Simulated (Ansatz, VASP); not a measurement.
## CdS: VASP beside Ansatz

Contents of POSCAR:

```
CdS
1.0
    0.0000000000      2.9392148430      2.9979991399
    2.9392148430      0.0000000000      2.9979991399
    2.9392148430      2.9392148430      0.0000000000
Cd S
1 1
Direct
    0.0000000000      0.0000000000      0.0000000000
    0.2500000000      0.2500000000      0.2500000000
```

Contents of INCAR.step1:

```
ALGO = Normal
EDIFF = 1E-4
ENCUT = 520
GGA = PE
ISMEAR = 0
LASPH = T
LCHARG = F
LREAL = F
LWAVE = T
NBANDS = 16
NELM = 100
PREC = Accurate
SIGMA = 0.01
```

Contents of INCAR.step2:

```
ALGO = Normal
EDIFF = 1E-7
ENCUT = 520
ISIF = 2
ISMEAR = 0
ISTART = 1
LASPH = T
LCHARG = F
LMIXTAU = T
LREAL = F
LWAVE = F
METAGGA = R2SCAN
NBANDS = 16
NELM = 100
PREC = Accurate
SIGMA = 0.01
```

Contents of KPOINTS:

```
k-points
0
Gamma
  8 8 8
```

Input for Ansatz:

```yaml
crystal:
  lattice:
    - [0.0, 2.939214843, 2.9979991399]
    - [2.939214843, 0.0, 2.9979991399]
    - [2.939214843, 2.939214843, 0.0]
  atoms:
    - { symbol: Cd, position: [0.0, 0.0, 0.0] }
    - { symbol: S, position: [0.25, 0.25, 0.25] }
kpoints:
  mp_grid: { grid: [8, 8, 8] }
  band_path:
    path:
      - [0.0, 0.0, 0.0]
      - [-0.5, -0.5, 0.0]
      - [-0.375, -0.375, 0.25]
      - [-0.375, 0.0, 0.375]
      - [0.0, 0.0, 0.5]
      - [-0.5, -0.25, 0.25]
    npoints: 1
hamiltonian:
  xc: r2scan
scf:
  occupations: { method: fixed }
  n_extra_bands: 4
output:
  forces: true
  stress: true
  eigenvalues: true
```

Change from the starting cell: uniaxial_z strain +2.0%.

Alike in both runs: task single point; functional r2SCAN; k mesh 8 × 8 × 8; no spin polarisation.

|  | VASP | Ansatz |
| --- | --- | --- |
| version | VASP 6.6.1 | Ansatz 0.2.0 |
| potentials or method | VASP PAW PBE potentials, release 64 (Cd, S) | plane waves, PAW |
| plane-wave cutoff (eV) | 520 | 500 |
| occupations | gaussian, width 0.01 eV | fixed |
| valence electrons in the cell | 18 | 26 |

|  | VASP | Ansatz | Ansatz less VASP |
| --- | --- | --- | --- |
| gap on the k mesh at the Fermi level (eV) | 1.47 | 1.48 | +0.005 |
| pressure (GPa) | -0.9 | -1.2 | -0.28 |
| traceless stress, the component that is largest in VASP (GPa) | -0.27 | -0.27 | -0.003 |

VASP's potentials were made for PBE, not for r2SCAN. VASP's potentials hold 18 valence electrons a cell and Ansatz's 26, so a difference there can come from the potentials and not from the codes.
